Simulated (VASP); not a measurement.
# TiAl3 (I4/mmm) in VASP: notebook, part 2 of 2

VASP 6.6.1.

### Step 3. Single point, PBEsol

This run uses another cell than the first one: it holds 4 atoms, not 16.

The input, INCAR:

```
PREC     = Accurate       # precision mode
ENCUT    = 520            # plane-wave cutoff, eV
EDIFF    = 1E-6           # SCF threshold, eV
ISMEAR   = 0              # smearing method
SIGMA    = 0.15           # smearing width, eV
LREAL    = F              # projectors in reciprocal space
LASPH    = T              # aspherical terms in the spheres
NELM     = 100            # most SCF steps
ALGO     = Fast           # electronic algorithm
ISIF     = 2              # what is computed and relaxed
LWAVE    = F              # write WAVECAR
LCHARG   = F              # write CHGCAR
GGA      = PS             # functional
NBANDS   = 18             # bands
```

The input, KPOINTS:

```
Automatic mesh
0
Gamma
  18 18 18
```

The input, POSCAR:

```
TiAl3
1.0
   -1.9077740733      1.9077740733      4.2769968076
    1.9077740733     -1.9077740733      4.2769968076
    1.9077740733      1.9077740733     -4.2769968076
Ti Al
1 3
Direct
    0.0000000000      0.0000000000      0.0000000000
    0.5000000000      0.5000000000      0.0000000000
    0.7500000000      0.2500000000      0.5000000000
    0.2500000000      0.7500000000      0.5000000000
```

Potentials or basis: VASP PAW PBE potentials, release 64 (Ti_sv, Al).

Run with:

```
$ cat potpaw_PBE.64/Ti_sv/POTCAR potpaw_PBE.64/Al/POTCAR > POTCAR
$ mpirun -np 1 vasp_std > vasp.out
```

Wall time 14 min (1 thread of Intel Xeon 6975P-C (Granite Rapids), shared host); peak memory 0.65 GiB.

Results (log left out):

```yaml
Free_energy: -22.2377 eV
Pressure: 0.1 GPa
Band_gap_on_the_k_mesh: zero (an odd number of electrons rules out a gap without spin polarisation)
```

Stress tensor (GPa, compression positive):
```
0.13 0.00 0.00
0.00 0.13 0.00
0.00 0.00 0.00
```

Levels at points of the mesh, in eV from the Fermi level:
```tsv
k point	band 9	band 10	band 11	band 12	band 13	band 14
(0.00, 0.00, 0.00)	-1.23	-1.23	0.85	1.77	1.77	2.23
(0.50, 0.00, 0.00)	-1.06	-0.27	0.51	1.82	2.11	2.74
(0.50, 0.50, 0.00)	-2.71	-2.22	-1.00	1.78	1.96	2.70
(0.50, 0.50, 0.50)	-0.91	-0.25	0.71	0.71	0.97	3.07
```

Caveat: the PAW data sets were made with another functional, which shifts forces and pressure a little.

### Step 4. Single point, PBEsol

This run uses another cell than the first one: it holds 4 atoms, not 16.

The input, INCAR:

```
SYSTEM = TiAl3
PREC = Accurate ; ENCUT = 520
EDIFF = 1E-6 ; ISMEAR = 0
SIGMA = 0.15 ; LREAL = .FALSE.
LASPH = .TRUE. ; NELM = 60
ALGO = Fast ; ISIF = 2
LWAVE = .FALSE. ; LCHARG = .FALSE.
GGA = PS ; NBANDS = 18
```

The input, KPOINTS:

```
regular mesh
0
G
  20 20 20
  0 0 0
```

POSCAR is that of step 3.

Run with:

```
$ cat potpaw_PBE.64/Ti_sv/POTCAR potpaw_PBE.64/Al/POTCAR > POTCAR
$ mpirun -np 1 vasp_std > vasp.out
```

Wall time 18 min (1 thread of Intel Xeon 6975P-C (Granite Rapids), shared host); peak memory 0.78 GiB.

Results (log left out):

```yaml
Free_energy: -22.2377 eV
Pressure: 0.1 GPa
Band_gap_on_the_k_mesh: zero (an odd number of electrons rules out a gap without spin polarisation)
```

Stress tensor (GPa, compression positive):
```
0.13 0.00 0.00
0.00 0.13 0.00
0.00 0.00 0.00
```

Levels at points of the mesh, in eV from the Fermi level:
```csv
k point,band 9,band 10,band 11,band 12,band 13,band 14
"(0.00, 0.00, 0.00)",-1.23,-1.23,0.85,1.77,1.77,2.23
"(0.50, 0.00, 0.00)",-1.06,-0.27,0.51,1.82,2.11,2.74
"(0.50, 0.50, 0.00)",-2.71,-2.22,-1.00,1.78,1.96,2.70
"(0.50, 0.50, 0.50)",-0.91,-0.25,0.71,0.71,0.97,3.07
```

Caveat: the PAW data sets were made with another functional, which shifts forces and pressure a little.

### Step 5. Single point, PBEsol (biaxial strain in the a-b plane: +1.0 %, then relaxed in part)

The input, INCAR:

```
PREC = Accurate ; ENCUT = 550
EDIFF = 1E-6 ; ISMEAR = 0
SIGMA = 0.1 ; LREAL = F
LASPH = T ; NELM = 300
ALGO = All ; ISIF = 2
LWAVE = F ; LCHARG = T
GGA = PS ; LVHAR = T
NBANDS = 31 ; GGA_COMPAT = F
ISEARCH = 1 ; KPAR = 4
```

The input, KPOINTS:

```
Automatic mesh
0
Gamma
  10 10 4
```

The input, POSCAR:

```
TiAl3
1.0
    3.8537036283      0.0000000000      0.0000000000
    0.0000000000      3.8537036283      0.0000000000
    0.0000000000      0.0000000000      8.5216883247
Ti Al
2 6
Direct
    0.0000000000      0.0000000000      0.0000000000
    0.5000000000      0.5000000000      0.5000000000
    0.5000000000      0.5000000000      0.0000000000
    0.0000000000      0.5000000000      0.2500000000
    0.5000000000      0.0000000000      0.2500000000
    0.0000000000      0.0000000000      0.5000000000
    0.5000000000      0.0000000000      0.7500000000
    0.0000000000      0.5000000000      0.7500000000
```

Potentials or basis: VASP PAW PBE potentials, release 64 (Ti_sv, Al).

Run with:

```
$ cat potpaw_PBE.64/Ti_sv/POTCAR potpaw_PBE.64/Al/POTCAR > POTCAR
$ mpirun -np 4 vasp_std > vasp.out
```

OUTCAR:

```text
PREC = Accurate
   ENCUT = 550
   EDIFF = 1E-6
   ISMEAR = 0
   LREAL = F
   LASPH = T
   NELM = 300
   ISIF = 2
   GGA = PS

 ion  position               nearest neighbor table
   1  0.000  0.000  0.000-   3 2.72   3 2.72   3 2.72   3 2.72   8 2.87   4 2.87   4 2.87   8 2.87
                             5 2.87   5 2.87   7 2.87   7 2.87
   2  0.500  0.500  0.500-   6 2.72   6 2.72   6 2.72   6 2.72   8 2.87   5 2.87   5 2.87   7 2.87
                             4 2.87   4 2.87   8 2.87   7 2.87
   3  0.500  0.500  0.000-   1 2.72   1 2.72   1 2.72   1 2.72   8 2.87   4 2.87   5 2.87   7 2.87
                             5 2.87   4 2.87   8 2.87   7 2.87
   4  0.000  0.500  0.250-   5 2.72   5 2.72   5 2.72   5 2.72   6 2.87   1 2.87   2 2.87   6 2.87
                             2 2.87   3 2.87   3 2.87   1 2.87
[... 1053 lines left out ...]
  external PRESSURE =     -16.8428392 kB  Pullay stress =       0.0000000 kB

 VOLUME and BASIS-vectors are now :
 -----------------------------------------------------------------------------
  energy-cutoff  :      550.00
  volume of cell :      126.56
      direct lattice vectors                 reciprocal lattice vectors
     3.853703628  0.000000000  0.000000000     0.259490635  0.000000000  0.000000000
     0.000000000  3.853703628  0.000000000     0.000000000  0.259490635  0.000000000
     0.000000000  0.000000000  8.521688325     0.000000000  0.000000000  0.117347638

 POSITION                                       TOTAL-FORCE (eV/Angst)
 -----------------------------------------------------------------------------------
      0.00000      0.00000      0.00000         0.000000      0.000000     -0.000000
      1.92685      1.92685      4.26084        -0.000000     -0.000000      0.000000
      1.92685      1.92685      0.00000        -0.000000     -0.000000     -0.000000
      0.00000      1.92685      2.13042         0.000000      0.000000     -0.000000
      1.92685      0.00000      2.13042         0.000000      0.000000     -0.000000
      0.00000      0.00000      4.26084         0.000000      0.000000     -0.000000
      1.92685      0.00000      6.39127         0.000000      0.000000     -0.000000
      0.00000      1.92685      6.39127         0.000000      0.000000     -0.000000
 -----------------------------------------------------------------------------------
    total drift:                                0.000000      0.000000      0.000000

  FREE ENERGIE OF THE ION-ELECTRON SYSTEM (eV)
  ---------------------------------------------------
  free  energy   TOTEN  =       -44.4450295028 eV

  energy  without entropy=      -44.4268744297  energy(sigma->0) =      -44.43595197
```

Wall time 2.5 min (4 MPI ranks of Intel Xeon Platinum 8259CL at 2.50GHz (Skylake/Cascade Lake), shared host); peak memory 0.59 GiB.

What came out:

```yaml
Free_energy: -44.4450 eV
Pressure: -1.7 GPa
Band_gap_on_the_k_mesh: zero (bands 21 and 22 overlap by 2.10 eV)
```

Levels at points of the mesh, in eV from the Fermi level:
```tsv
k point	band 19	band 20	band 21	band 22	band 23	band 24
(0.00, 0.00, 0.00)	-0.97	-0.22	0.70	0.70	0.82	0.95
(0.50, 0.00, 0.00)	-0.94	-0.94	0.21	0.21	1.75	1.75
(0.50, 0.50, 0.00)	-2.16	-2.16	-0.94	-0.94	1.72	1.74
(0.00, 0.00, 0.50)	-0.15	-0.15	0.88	0.88	1.16	1.16
(0.50, 0.00, 0.50)	-0.22	-0.22	0.49	0.49	1.75	1.75
(0.50, 0.50, 0.50)	-1.80	-1.80	-1.08	-1.08	0.89	0.89
```

Caveat: the cell differs from its parent crystal (biaxial strain in the a-b plane: +1.0 %, then relaxed in part); the PAW data sets were made with another functional, which shifts forces and pressure a little.

### Step 6. The runs side by side

```tsv
cell	k mesh	cutoff (eV)	smearing	second try	gap on the mesh (eV)	pressure (GPa)
a = 3.816, b = 3.816, c = 17.108 Å, 16 atoms, atomic positions A	12 × 12 × 3	520	gaussian 0.15 eV	-	none	0.2
a = 5.057 Å, angles 135.7, 135.7, 64.5°, 4 atoms, atomic positions B	18 × 18 × 18	520	gaussian 0.15 eV	-	none	0.1
a = 5.057 Å, angles 135.7, 135.7, 64.5°, 4 atoms, atomic positions B	20 × 20 × 20	520	gaussian 0.15 eV	-	none	0.1
a = 3.854, b = 3.854, c = 8.522 Å, 8 atoms, atomic positions C	10 × 10 × 4	550	gaussian 0.1 eV	not_converged	none	-1.7
```

Alike in all rows: task single point; level PBEsol; potentials or basis VASP PAW PBE potentials, release 64 (Ti_sv, Al); no spin polarisation.

Caveats: the PAW data sets were made with another functional, which shifts forces and pressure a little.

Total energies depend on the potentials used, so only differences within one code and one set of settings carry meaning.
